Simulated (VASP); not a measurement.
Here is a VASP 6.6.1 calculation.

INCAR

```
SYSTEM = Ti
PREC = Accurate
ENCUT = 520
EDIFF = 1E-6
ISMEAR = 0
SIGMA = 0.15
LREAL = .FALSE.
LASPH = .TRUE.
NELM = 100
ALGO = Fast
ISIF = 2
LWAVE = .FALSE.
LCHARG = .FALSE.
GGA = PS
NBANDS = 25
```

Contents of KPOINTS:

```
Automatic mesh
0
G
  12 12 14
  0 0 0
```

Contents of POSCAR:

```
Ti
1.0
    4.4878000000      0.0000000000      0.0000000000
   -2.2439000000      3.8865488071      0.0000000000
    0.0000000000      0.0000000000      2.8263000000
Ti
3
Direct
    0.0000000000      0.0000000000      0.0000000000
    0.3333333333      0.6666666667      0.5000000000
    0.6666666667      0.3333333333      0.5000000000
```

Potentials or basis: VASP PAW PBE potentials, release 64 (Ti_sv).

Run with:

```bash
$ cat potpaw_PBE.64/Ti_sv/POTCAR > POTCAR
$ mpirun -np 1 vasp_std > vasp.out
```

Q: Predict the pressure.

A: -0.1 GPa.

Q: Estimate the band gap on the k mesh.

A: Zero (bands 18 and 19 overlap by 0.41 eV).

Stress tensor (GPa, compression positive):
```
 0.88  0.00  0.00
 0.00  0.88  0.00
 0.00  0.00 -2.06
```

Caveat: the PAW data sets were made with another functional, which shifts forces and pressure a little.
